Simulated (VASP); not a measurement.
# Al15N15O (a cell with a defect) in VASP: a series of runs, part 2 of 2

VASP 6.6.1. Earlier steps stand in the parts before.

### Step 4. Single point, PBE

File INCAR:

```
PREC     = Accurate       # precision mode
ENCUT    = 520            # plane-wave cutoff, eV
EDIFF    = 1E-6           # SCF threshold, eV
ISMEAR   = 0              # smearing method
SIGMA    = 0.01           # smearing width, eV
LREAL    = Auto         
LASPH    = T              # aspherical terms in the spheres
NELM     = 120            # most SCF steps
ALGO     = Normal         # electronic algorithm
ISIF     = 2              # what is computed and relaxed
LWAVE    = F              # write WAVECAR
LCHARG   = F              # write CHGCAR
GGA      = PE             # functional
NELECT   = 128.0        
NBANDS   = 84             # bands
GGA_COMPAT= F            
ISYM     = -1
```

File KPOINTS:

```
explicit points
1
Reciprocal
  0.25000000   0.25000000   0.25000000 1
```

File POSCAR:

```
Al15N15O
1.0
    6.2595139102      0.0000000601      0.0000000000
   -3.1297570100      5.4208980298      0.0000000000
    0.0000000000      0.0000000000     10.0348065900
Al O N
15 1 15
Direct
    0.3344444416      0.1681316650      0.2524672317
    0.3320808783      0.1704081229      0.7488069592
    0.1678026756      0.3348183807      0.9923735199
    0.3343288596      0.6636800228      0.2579964531
    0.1712912760      0.8272506047      0.4968687277
    0.3316228865      0.6620192489      0.7453748659
    0.1688554797      0.8347776202      1.0018885031
    0.8388419754      0.1681532352      0.2579508056
    0.6755292036      0.3313254798      0.4968860989
    0.8404884624      0.1708237878      0.7453671909
    0.6678454185      0.3338653217      1.0018662521
    0.8341016095      0.6683682068      0.2516134167
    0.6630591988      0.8393721642      0.4973812553
    0.8339098963      0.6686846241      0.7470508156
    0.6667688486      0.8359323102      1.0002873650
    0.3472509116      0.1554523015      0.4334051889
    0.1708407910      0.3317652036      0.1864584202
    0.3367072566      0.1658556465      0.9421940507
    0.1698463768      0.3326848618      0.7131457457
    0.3426769383      0.6848798291      0.4377369792
    0.1677088572      0.8326277355      0.1907042779
    0.3349459605      0.6747120409      0.9410343276
    0.1695235191      0.8359357185      0.6881488392
    0.8175429086      0.1596396894      0.4377038584
    0.6698394532      0.3346684032      0.1906731098
    0.8278278117      0.1675639809      0.9410154519
    0.6668051302      0.3331036394      0.6881825685
    0.8330001204      0.6695119260      0.4399411113
    0.6702504095      0.8322169527      0.1879360731
    0.8336862745      0.6688114991      0.9390133847
    0.6688710375      0.8335128805      0.6919909230
```

On the command line:

```sh
$ cat potpaw_PBE.64/Al/POTCAR potpaw_PBE.64/O/POTCAR potpaw_PBE.64/N/POTCAR > POTCAR
$ mpirun -np 1 vasp_std > vasp.out
```

Wall time 86 s (1 thread of Intel Xeon Platinum 8488C (Sapphire Rapids), shared host); peak memory 0.41 GiB.

The run converged. Its results:

```yaml
Free_energy: -216.8900 eV
Largest_force: 0.019 eV/Å
```

Forces in eV/Å, atoms in the order of the input:
```
Al  -0.009  0.009 -0.009
Al   0.002  0.004  0.001
Al   0.007 -0.010  0.002
Al  -0.007  0.001 -0.010
Al  -0.005 -0.009  0.013
Al   0.003  0.003 -0.006
Al   0.003 -0.006  0.000
Al  -0.006  0.008 -0.006
Al   0.002  0.011  0.011
Al   0.000  0.005 -0.006
Al   0.013 -0.010 -0.001
Al  -0.009  0.007 -0.001
Al   0.010 -0.006  0.002
Al  -0.001  0.007 -0.003
Al   0.010 -0.016 -0.003
O    0.006  0.000 -0.005
N    0.002 -0.003 -0.002
N   -0.009  0.006 -0.001
N   -0.005 -0.003  0.004
N    0.004  0.004  0.006
N    0.010 -0.007 -0.002
N   -0.005  0.003  0.000
N    0.000 -0.003  0.004
N    0.000 -0.003  0.004
N    0.006 -0.005 -0.001
N   -0.007  0.011  0.000
N   -0.001 -0.005  0.003
N   -0.008  0.004  0.001
N    0.005 -0.006  0.000
N   -0.007  0.011  0.001
N   -0.004 -0.002  0.003
```

Levels at points of the mesh, in eV from the Fermi level:
| k point | band 60 | band 61 | band 62 | band 63 | band 64 | band 65 | band 66 | band 67 | band 68 | band 69 |
| --- | --- | --- | --- | --- | --- | --- | --- | --- | --- | --- |
| (0.25, 0.25, 0.25) | -1.73 | -1.66 | -0.86 | -0.72 | -0.10 | 4.13 | 4.53 | 4.71 | 4.79 | 4.91 |

Caveat: the cell carries a net charge on a neutralising background, which shifts energy and pressure; the cell is charged against a uniform background, so pressure and absolute levels hang on convention.

### Step 5. Single point, PBE

File INCAR:

```
SYSTEM = Al15N15O
PREC     = Accurate       ! precision mode
ENCUT    = 520            ! plane-wave cutoff, eV
EDIFF    = 1E-6           ! SCF threshold, eV
ISMEAR   = 0              ! smearing method
SIGMA    = 0.01           ! smearing width, eV
LREAL    = Auto         
LASPH    = .True.         ! aspherical terms in the spheres
NELM     = 120            ! most SCF steps
ALGO     = Normal         ! electronic algorithm
ISIF     = 2              ! what is computed and relaxed
LWAVE    = .False.        ! write WAVECAR
LCHARG   = .False.        ! write CHGCAR
GGA      = PE             ! functional
NBANDS   = 84             ! bands
GGA_COMPAT= .False.      
ISYM     = -1
```

KPOINTS is that of step 4.

File POSCAR:

```
Al15N15O
1.0
    6.2595139102      0.0000000601      0.0000000000
   -3.1297570100      5.4208980298      0.0000000000
    0.0000000000      0.0000000000     10.0348065900
Al O N
15 1 15
Direct
    0.3278132277      0.1711629180      0.2515751016
    0.3275126723      0.1712930247      0.7507968260
    0.1631916049      0.3355255509      0.9993389519
    0.3451915778      0.6812959606      0.2445993458
    0.1808955972      0.8504441047      0.5022411625
    0.3289555594      0.6571337862      0.7496087600
    0.1672972490      0.8359597377      1.0006126037
    0.8174578882      0.1537854249      0.2443457441
    0.6486094827      0.3179076534      0.5020462069
    0.8415588369      0.1696675748      0.7497291617
    0.6627950196      0.3316195836      1.0005985059
    0.8350267926      0.6641688819      0.2468237638
    0.6881918235      0.8109564066      0.5163661549
    0.8386167704      0.6600798316      0.7527788600
    0.6672585188      0.8314187848      0.9945406424
    0.3285928003      0.1704040557      0.4355658603
    0.1609801460      0.3377014283      0.1984551871
    0.3299938504      0.1687113300      0.9429895494
    0.1663786289      0.3323179440      0.6969153395
    0.4276494209      0.7983120580      0.4246782996
    0.1681208279      0.8378597798      0.1905590557
    0.3311037798      0.6704534317      0.9423433940
    0.1723637387      0.8349302452      0.6886756852
    0.6998902548      0.0706633453      0.4240645472
    0.6611002378      0.3311597290      0.1905218819
    0.8280876040      0.1675511990      0.9424209975
    0.6637845344      0.3260391506      0.6885641167
    0.8462730836      0.6526256485      0.4393219714
    0.6724041208      0.8265867885      0.1821452701
    0.8340644466      0.6646541419      0.9400924085
    0.6719892800      0.8264193443      0.6983938803
```

Potentials or basis: VASP PAW PBE potentials, release 64 (Al, O, N).

On the command line:

```sh
$ cat potpaw_PBE.64/Al/POTCAR potpaw_PBE.64/O/POTCAR potpaw_PBE.64/N/POTCAR > POTCAR
$ mpirun -np 1 vasp_std > vasp.out
```

OUTCAR:

```text
SYSTEM = Al15N15O
   PREC = Accurate
   ENCUT = 520
   EDIFF = 1E-6
   ISMEAR = 0
   LREAL = Auto
   LASPH = .True.
   NELM = 120
   ISIF = 2
   GGA = PE
   ISYM = -1

 ion  position               nearest neighbor table
   1  0.328  0.171  0.252-  16 1.85  17 1.88  25 1.91  21 1.91   9 3.06   5 3.06   3 3.10  11 3.11
                             7 3.11   8 3.12   4 3.12  12 3.13  12 3.13   4 3.14   8 3.14
   2  0.328  0.171  0.751-  19 1.83  27 1.93  23 1.93  18 1.93   6 3.04  10 3.04   5 3.04   9 3.04
                             3 3.06  11 3.10   7 3.10  14 3.13  14 3.13  10 3.22   6 3.22
   3  0.163  0.336  0.999-  18 1.89  22 1.90  26 1.90  17 2.00  10 3.05   6 3.05   2 3.06   8 3.09
[... 298 lines left out ...]
  external PRESSURE =       1.4116852 kB  Pullay stress =       0.0000000 kB

 VOLUME and BASIS-vectors are now :
 -----------------------------------------------------------------------------
  energy-cutoff  :      520.00
  volume of cell :      340.50
      direct lattice vectors                 reciprocal lattice vectors
     6.259513910  0.000000060  0.000000000     0.159756813  0.092235641  0.000000000
    -3.129757010  5.420898030  0.000000000    -0.000000002  0.184471279  0.000000000
     0.000000000  0.000000000 10.034806590     0.000000000  0.000000000  0.099653141

 POSITION                                       TOTAL-FORCE (eV/Angst)
 -----------------------------------------------------------------------------------
      1.51625      0.92786      2.52451        -0.003903      0.001285     -0.014872
      1.51396      0.92856      7.53410         0.005418     -0.004379      0.002105
     -0.02861      1.81885     10.02817         0.004868      0.000956      0.004990
      0.02844      3.69324      2.45451        -0.007650      0.005029      0.001239
     -1.52936      4.61017      5.03989        -0.000549     -0.023039      0.008453
      0.00243      3.56226      7.52218        -0.001185      0.006106     -0.000037
[... 23 lines left out ...]
      3.14063      3.60302      9.43365        -0.004117     -0.002671     -0.002726
      1.61983      4.47994      7.00825         0.001199     -0.000032      0.001969
 -----------------------------------------------------------------------------------
    total drift:                                0.003417      0.003365      0.015275

  FREE ENERGIE OF THE ION-ELECTRON SYSTEM (eV)
  ---------------------------------------------------
  free  energy   TOTEN  =      -229.7357697806 eV

  energy  without entropy=     -229.7357697806  energy(sigma->0) =     -229.73576978
```

It took 1.8 min on 1 thread of Intel Xeon Platinum 8488C (Sapphire Rapids), shared host; peak memory 0.4 GiB.

What came out:

```
Free energy            : -229.7358 eV
Pressure               : 0.1 GPa
Largest force          : 0.030 eV/Å
Band gap on the k mesh : 2.65 eV
```

Forces in eV/Å, atoms in the order of the input:
```
Al  -0.004  0.001 -0.015
Al   0.005 -0.004  0.002
Al   0.005  0.001  0.005
Al  -0.008  0.005  0.001
Al  -0.001 -0.023  0.008
Al  -0.001  0.006  0.000
Al   0.002  0.003  0.000
Al  -0.006  0.006  0.002
Al   0.023  0.013  0.010
Al  -0.005  0.001  0.002
Al   0.000 -0.001 -0.001
Al  -0.005  0.000 -0.006
Al   0.004 -0.005  0.002
Al   0.006  0.000  0.004
Al   0.005 -0.003  0.008
O    0.004 -0.007 -0.010
N   -0.001 -0.001 -0.002
N   -0.001  0.000 -0.001
N   -0.001  0.000  0.005
N   -0.024 -0.018 -0.004
N    0.004  0.000  0.001
N    0.000  0.000 -0.004
N    0.000  0.000  0.001
N    0.002  0.029 -0.003
N    0.001  0.001 -0.002
N   -0.002 -0.002 -0.005
N   -0.002 -0.001  0.003
N   -0.003  0.004  0.003
N    0.003 -0.004 -0.002
N   -0.004 -0.003 -0.003
N    0.001  0.000  0.002
```
